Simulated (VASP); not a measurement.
# Pb (P6_3/mmc) in VASP: a series of runs

The runs below take Pb through single point, with PBE.

Everything below comes from runs of VASP 6.6.1. Logs are shortened: lines on timing, memory, paths and dates and some standing lists are left out, and cuts for length are marked.

## Step 1: The cell of the first run

It takes space group P6_3/mmc (No. 194, hexagonal). Conventional cell: a = 2.843 Å, b = 2.843 Å, c = 4.635 Å, α = 90.00°, β = 90.00°, γ = 120.00°. Pb (site symmetry -6m2) has 12 Pb at 2.84 Å within 3.7 Å.

## Step 2: Single point, PBE

Input file INCAR:

```
PREC = Accurate
ENCUT = 520
EDIFF = 1E-6
ISMEAR = -1
SIGMA = 0.08
LREAL = F
LASPH = T
NELM = 100
ALGO = Normal
ISIF = 2
LWAVE = F
LCHARG = T
GGA = PE
LELF = T
LVHAR = T
NBANDS = 21
```

Input file KPOINTS:

```
regular mesh
0
Gamma
  15 15 9
```

Input file POSCAR:

```
Pb
1.0
    2.8432992986      0.0000000000      0.0000000000
   -1.4216496493      2.4623694232      0.0000000000
    0.0000000000      0.0000000000      4.6346309693
Pb
2
Direct
    0.3333333333      0.6666666667      0.2500000000
    0.6666666667      0.3333333333      0.7500000000
```

Potentials or basis: VASP PAW PBE potentials, release 64 (Pb_d).

On the command line:

```sh
$ cat potpaw_PBE.64/Pb_d/POTCAR > POTCAR
$ mpirun -np 1 vasp_std > vasp.out
```

OUTCAR:

```text
PREC = Accurate
   ENCUT = 520
   EDIFF = 1E-6
   ISMEAR = -1
   LREAL = F
   LASPH = T
   NELM = 100
   ISIF = 2
   GGA = PE

 ion  position               nearest neighbor table
   1  0.333  0.667  0.250-   2 2.84   2 2.84   2 2.84   2 2.84   2 2.84   2 2.84   2 4.02   2 4.02
                             2 4.02   2 4.02   2 4.02   2 4.02
   2  0.667  0.333  0.750-   1 2.84   1 2.84   1 2.84   1 2.84   1 2.84   1 2.84   1 4.02   1 4.02
                             1 4.02   1 4.02   1 4.02   1 4.02

  LATTYP: Found a hexagonal cell.
 ALAT       =     2.8432992986
 C/A-ratio  =     1.6300186799

  Lattice vectors:

 A1 = (   2.8432992986,   0.0000000000,   0.0000000000)
 A2 = (  -1.4216496493,   2.4623694232,   0.0000000000)
 A3 = (   0.0000000000,   0.0000000000,   4.6346309693)

Analysis of symmetry for initial positions (statically):
=====================================================================
 Subroutine PRICEL returns:
 Original cell was already a primitive cell.

 Routine SETGRP: Setting up the symmetry group for a
 hexagonal supercell.

 Subroutine GETGRP returns: Found 24 space group operations
 (whereof 12 operations were pure point group operations)
 out of a pool of 24 trial point group operations.

The static configuration has the point symmetry D_3d.
 The point group associated with its full space group is D_6h.

Analysis of symmetry for dynamics (positions and initial velocities):
=====================================================================
 Subroutine PRICEL returns:
 Original cell was already a primitive cell.

 Routine SETGRP: Setting up the symmetry group for a
 hexagonal supercell.

 Subroutine GETGRP returns: Found 24 space group operations
 (whereof 12 operations were pure point group operations)
 out of a pool of 24 trial point group operations.

The dynamic configuration has the point symmetry D_3d.
 The point group associated with its full space group is D_6h.

 Subroutine INISYM returns: Found 24 space group operations
 (whereof 12 operations are pure point group operations),
 and found     1 'primitive' translations

----------------------------------------------------------------------------------------

                                     Primitive cell
[... 74 lines left out ...]
   number of dos      NEDOS =    301   number of ions     NIONS =      2
   total plane-waves  NPLWV =  20736
   dimension x,y,z NGX =    24 NGY =   24 NGZ =   36
   dimension x,y,z NGXF=    48 NGYF=   48 NGZF=   72
   ions per type =               2
   NGX,Y,Z   is equivalent  to a cutoff of  14.03, 14.03, 12.91 a.u.
   NGXF,Y,Z  is equivalent  to a cutoff of  28.07, 28.07, 25.83 a.u.
 SYSTEM =  unknown system
   PREC   = accura    normal or accurate (medium, high low for compatibility)
   ISTART =      0    job   : 0-new  1-cont  2-samecut
   ICHARG =      2    charge: 1-file 2-atom 10-const
   ISPIN  =      1    spin polarized calculation?
   LNONCOLLINEAR =      F non collinear calculations
   LSORBIT =      F    spin-orbit coupling
   LASPH  =      T    aspherical Exc in radial PAW
   ENCUT  =  520.0 eV  38.22 Ry    6.18 a.u.   5.29  5.29  8.62*2*pi/ulx,y,z
   NELM   =    100;   NELMIN=  2; NELMDL= -5     # of ELM steps
   EDIFF  = 0.1E-05   stopping-criterion for ELM
   LREAL  =      F    real-space projection
   EDIFFG = 0.1E-04   stopping-criterion for IOM
   NSW    =      0    number of steps for IOM
   IBRION =     -1    ionic relax: 0-MD 1-quasi-New 2-CG
   NFREE  =      0    steps in history (QN), initial steepest desc. (CG)
   ISIF   =      2    stress and relaxation
   ISYM   =      2    0-nonsym 1-usesym 2-fastsym
   POTIM  = 0.5000    time-step for ionic-motion
   TEBEG  =    0.0;   TEEND  =   0.0 temperature during run
   PSTRESS=    0.0 pullay stress
   NELECT =      28.0000    total number of electrons
   NUPDOWN=      -1.0000    fix difference up-down
   EMIN   =  10.00;   EMAX   =-10.00  energy-range for DOS
   EFERMI =   0.00;   METHOD = LEGACY
   ISMEAR =    -1;   SIGMA  =   0.08  broadening in eV -4-tet -1-fermi 0-gaus
   EFERMI_NEDOS =   21; number of points for ismear=-14 and -15
   IALGO  =     38    algorithm
   IMIX   =      4    mixing-type and parameters
     AMIX     =   0.40;   BMIX     =  1.00
     AMIX_MAG =   1.60;   BMIX_MAG =  1.00
  volume/ion in A,a.u.               =      16.22       109.49
  Fermi-wavevector in a.u.,A,eV,Ry     =   1.558585  2.945299 33.051103  2.429188
  Thomas-Fermi vector in A             =   2.662068
   LORBIT       =      0    0 simple, 1 ext, 2 COOP (PROOUT), +10 PAW based schemes
   GGA     = PE    functional components
[... 5 lines left out ...]
 non-spin polarized calculation
  energy-cutoff  :      520.00
  volume of cell :       32.45
 maximum number of plane-waves:       885
 NGX is ok and might be reduce to    24

 number of electron      27.9999996 magnetization

 Free energy of the ion-electron system (eV)
  ---------------------------------------------------
  ext. energy  EPLUGINS =         0.00000000
  ---------------------------------------------------
  free energy    TOTEN  =        -0.08344756 eV

  energy without entropy =       -0.07033936  energy(sigma->0) =       -0.07689346

 E-fermi :  17.4426     XC(G=0): -13.5885

 val. band max:       17.4067762233   @ k =   0.2667   0.2000   0.2222
 cond. band min:      17.4450837547   @ k =   0.4000   0.0000   0.1111
 fundamental gap:      0.0383075314
 Fermi energy:        17.4425957277

 k-point     1 :       0.0000    0.0000    0.0000
  band No.  band energies     occupation
      1      -2.3917      2.00000
      2      -1.6335      2.00000
      3      -1.5431      2.00000
      4      -1.5431      2.00000
      5      -1.3939      2.00000
      6      -1.3939      2.00000
[... 565 lines left out ...]
     20      31.1763      0.00000
     21      34.0499      0.00000

 [... further k-points ...]
[... 5 lines left out ...]
  --------------------------------------------------------------------------------------
  -------------------------------------------------------------------------------------
  Total       28.3061147     28.3061147     28.3017271      0.0000000      0.0000000      0.0000000
  in kB     1397.6547257   1397.6547258   1397.4380850      0.0000000      0.0000000      0.0000000
  external PRESSURE =    1397.5825122 kB  Pullay stress =       0.0000000 kB

 VOLUME and BASIS-vectors are now :
 -----------------------------------------------------------------------------
  energy-cutoff  :      520.00
  volume of cell :       32.45
      direct lattice vectors                 reciprocal lattice vectors
     2.843299299  0.000000000  0.000000000     0.351704093  0.203056453  0.000000000
    -1.421649649  2.462369423  0.000000000     0.000000000  0.406112905  0.000000000
     0.000000000  0.000000000  4.634630969     0.000000000  0.000000000  0.215766909

 POSITION                                       TOTAL-FORCE (eV/Angst)
 -----------------------------------------------------------------------------------
     -0.00000      1.64158      1.15866        -0.000000      0.000000      0.000000
      1.42165      0.82079      3.47597         0.000000     -0.000000      0.000000
 -----------------------------------------------------------------------------------
    total drift:                               -0.000000      0.000000      0.000000

  FREE ENERGIE OF THE ION-ELECTRON SYSTEM (eV)
  ---------------------------------------------------
  free  energy   TOTEN  =        -0.0834475553 eV

  energy  without entropy=       -0.0703393633  energy(sigma->0) =       -0.07689346
```

stdout:

```text
POSCAR found type information on POSCAR Pb
 POSCAR found :  1 types and       2 ions
 scaLAPACK will be used
 LDA part: xc-table for (Slater+PW92), standard interpolation
 POSCAR, INCAR and KPOINTS ok, starting setup
 FFT: planning ... GRIDC
 FFT: planning ... GRID_SOFT
 FFT: planning ... GRID
 WAVECAR not read
 entering main loop
```

Wall time 26 s (1 thread of Intel Xeon 6975P-C (Granite Rapids), shared host); peak memory 0.2 GiB.

What came out:

```
Free energy            : -0.0834 eV
Pressure               : 139.8 GPa
Band gap on the k mesh : zero (band 14 reaches 25.84 eV, above the bottom of band 15 at 13.45 eV)
```

Levels at points of the mesh, in eV from the Fermi level:
```
           k point  band 10  band 11  band 12  band 13  band 14  band 15  band 16  band 17  band 18  band 19
(0.00, 0.00, 0.00)   -17.72   -17.72    -8.98    -8.80     8.39     9.31     9.31     9.97    10.17    12.62
```

Caveat: spin-orbit coupling is left out, which moves the levels of the heavy elements.

## Step 3: Single point, PBE

Input file INCAR:

```
SYSTEM = Pb
PREC = Accurate
ENCUT = 520
EDIFF = 1E-6
ISMEAR = -1
SIGMA = 0.08
LREAL = .FALSE.
LASPH = .TRUE.
NELM = 80
ALGO = Normal
ISIF = 2
LWAVE = .FALSE.
LCHARG = .FALSE.
GGA = PE
NBANDS = 21
```

Input file KPOINTS:

```
Automatic mesh
0
G
  15 15 9
  0 0 0
```

Input file POSCAR:

```
Pb
1.0
    2.8431270878      0.0000000000      0.0000000000
   -1.4215635439      2.4622202843      0.0000000000
    0.0000000000      0.0000000000      4.6342453754
Pb
2
Direct
    0.3333333333      0.6666666667      0.2500000000
    0.6666666667      0.3333333333      0.7500000000
```

Potentials or basis: VASP PAW PBE potentials, release 64 (Pb_d).

On the command line:

```sh
$ cat potpaw_PBE.64/Pb_d/POTCAR > POTCAR
$ mpirun -np 1 vasp_std > vasp.out
```

OUTCAR:

```text
SYSTEM = Pb
   PREC = Accurate
   ENCUT = 520
   EDIFF = 1E-6
   ISMEAR = -1
   LREAL = .FALSE.
   LASPH = .TRUE.
   NELM = 80
   ISIF = 2
   GGA = PE

 ion  position               nearest neighbor table
   1  0.333  0.667  0.250-   2 2.84   2 2.84   2 2.84   2 2.84   2 2.84   2 2.84   2 4.02   2 4.02
                             2 4.02   2 4.02   2 4.02   2 4.02
   2  0.667  0.333  0.750-   1 2.84   1 2.84   1 2.84   1 2.84   1 2.84   1 2.84   1 4.02   1 4.02
                             1 4.02   1 4.02   1 4.02   1 4.02

  LATTYP: Found a hexagonal cell.
 ALAT       =     2.8431270878
 C/A-ratio  =     1.6299817885

  Lattice vectors:

 A1 = (   2.8431270878,   0.0000000000,   0.0000000000)
 A2 = (  -1.4215635439,   2.4622202843,   0.0000000000)
 A3 = (   0.0000000000,   0.0000000000,   4.6342453754)

Analysis of symmetry for initial positions (statically):
=====================================================================
 Subroutine PRICEL returns:
 Original cell was already a primitive cell.

 Routine SETGRP: Setting up the symmetry group for a
 hexagonal supercell.

 Subroutine GETGRP returns: Found 24 space group operations
[... 160 lines left out ...]
  ---------------------------------------------------
  ext. energy  EPLUGINS =         0.00000000
  ---------------------------------------------------
  free energy    TOTEN  =        -0.07765280 eV

  energy without entropy =       -0.06454751  energy(sigma->0) =       -0.07110016

 E-fermi :  17.4471     XC(G=0): -13.5898

 val. band max:       17.4113576620   @ k =   0.2667   0.2000   0.2222
 cond. band min:      17.4502046906   @ k =   0.4000  -0.0000   0.1111
 fundamental gap:      0.0388470287
 Fermi energy:        17.4471429128

 k-point     1 :       0.0000    0.0000    0.0000
  band No.  band energies     occupation
      1      -2.3890      2.00000
      2      -1.6302      2.00000
      3      -1.5397      2.00000
      4      -1.5397      2.00000
      5      -1.3905      2.00000
      6      -1.3905      2.00000
[... 565 lines left out ...]
     20      31.1818      0.00000
     21      34.1129      0.00000

 [... further k-points ...]
[... 5 lines left out ...]
  --------------------------------------------------------------------------------------
  -------------------------------------------------------------------------------------
  Total       28.3218098     28.3218098     28.3197692      0.0000000     -0.0000000      0.0000000
  in kB     1398.7154814   1398.7154814   1398.6146999      0.0000000     -0.0000000      0.0000000
  external PRESSURE =    1398.6818876 kB  Pullay stress =       0.0000000 kB

 VOLUME and BASIS-vectors are now :
 -----------------------------------------------------------------------------
  energy-cutoff  :      520.00
  volume of cell :       32.44
      direct lattice vectors                 reciprocal lattice vectors
     2.843127088  0.000000000  0.000000000     0.351725396  0.203068752  0.000000000
    -1.421563544  2.462220284  0.000000000     0.000000000  0.406137504  0.000000000
     0.000000000  0.000000000  4.634245375     0.000000000  0.000000000  0.215784862

 POSITION                                       TOTAL-FORCE (eV/Angst)
 -----------------------------------------------------------------------------------
     -0.00000      1.64148      1.15856         0.000000      0.000000      0.000000
      1.42156      0.82074      3.47568        -0.000000      0.000000      0.000000
 -----------------------------------------------------------------------------------
    total drift:                               -0.000000      0.000000      0.000000

  FREE ENERGIE OF THE ION-ELECTRON SYSTEM (eV)
  ---------------------------------------------------
  free  energy   TOTEN  =        -0.0776528036 eV

  energy  without entropy=       -0.0645475138  energy(sigma->0) =       -0.07110016
```

OSZICAR:

```text
N       E                     dE             d eps       ncg     rms          rms(c)
DAV:   1     0.301015183001E+03    0.30102E+03   -0.14524E+04  5880   0.202E+03
DAV:   2     0.201338931485E+02   -0.28088E+03   -0.27389E+03  5755   0.445E+02
DAV:   3     0.221608329163E+00   -0.19912E+02   -0.19619E+02  6745   0.145E+02
DAV:   4    -0.283898199144E+00   -0.50551E+00   -0.50500E+00  7217   0.233E+01
DAV:   5    -0.301504627560E+00   -0.17606E-01   -0.17606E-01  7967   0.390E+00    0.268E+00
DAV:   6    -0.150835049872E+00    0.15067E+00   -0.80728E-02  8120   0.585E+00    0.137E+00
DAV:   7    -0.812459474091E-01    0.69589E-01   -0.49005E-02  8474   0.412E+00    0.185E-01
DAV:   8    -0.776556809169E-01    0.35903E-02   -0.56153E-03  8406   0.102E+00    0.216E-02
DAV:   9    -0.776799840492E-01   -0.24303E-04   -0.59479E-05  9162   0.830E-02    0.172E-02
DAV:  10    -0.776531147571E-01    0.26869E-04   -0.86843E-06  8006   0.485E-02    0.243E-03
DAV:  11    -0.776528036076E-01    0.31115E-06   -0.29759E-07  4518   0.939E-03
   1 F= -.77652804E-01 E0= -.71100159E-01  d E =-.131053E-01
```

It took 28 s on 1 thread of Intel Xeon 6975P-C (Granite Rapids), shared host; peak memory 0.2 GiB.

What came out:

```yaml
Free_energy: -0.0777 eV
Pressure: 139.9 GPa
Band_gap_on_the_k_mesh: zero (band 14 reaches 25.84 eV, above the bottom of band 15 at 13.46 eV)
```

Caveat: spin-orbit coupling is left out, which moves the levels of the heavy elements.

## Step 4: Single point, PBE

This run uses another cell than the first one: it holds 4 atoms, not 2.

Input file INCAR:

```
SYSTEM = Pb
PREC = Accurate ; ENCUT = 520
EDIFF = 1E-7 ; ISMEAR = -1
SIGMA = 0.08 ; LREAL = .FALSE.
LASPH = .TRUE. ; NELM = 80
ALGO = Normal ; ISIF = 2
LWAVE = .FALSE. ; LCHARG = .FALSE.
GGA = PE ; NBANDS = 36
```

Input file KPOINTS:

```
Automatic mesh
0
G
  13 13 4
  0 0 0
```

Input file POSCAR:

```
Pb
1.0
    2.8364002489      0.0000000000      0.0000000000
   -1.4182001245      2.4563946708      0.0000000000
    0.0000000000      0.0000000000      9.3412573369
Pb
4
Direct
    0.0000000000      0.0000000000      0.0000000000
    0.0000000000      0.0000000000      0.5000000000
    0.3333333333      0.6666666667      0.2500000000
    0.6666666667      0.3333333333      0.7500000000
```

On the command line:

```sh
$ cat potpaw_PBE.64/Pb_d/POTCAR > POTCAR
$ mpirun -np 1 vasp_std > vasp.out
```

Wall time 58 s (1 thread of Intel Xeon 6975P-C (Granite Rapids), shared host); peak memory 0.25 GiB.

It converged, with:

```yaml
Free_energy: -0.1537 eV
Pressure: 139.8 GPa
Band_gap_on_the_k_mesh: zero (band 28 reaches 25.68 eV, above the bottom of band 29 at 13.96 eV)
```

Levels at points of the mesh, in eV from the Fermi level:
| k point | band 25 | band 26 | band 27 | band 28 | band 29 | band 30 | band 31 | band 32 |
| --- | --- | --- | --- | --- | --- | --- | --- | --- |
| (0.00, 0.00, 0.00) | -8.86 | 1.55 | 1.55 | 8.19 | 8.32 | 9.20 | 9.22 | 9.22 |
| (0.00, 0.00, 0.50) | -4.06 | -4.06 | 7.08 | 7.08 | 8.44 | 8.44 | 9.48 | 9.48 |

Caveat: spin-orbit coupling is left out, which moves the levels of the heavy elements.

(Continued in part 2 of 2.)
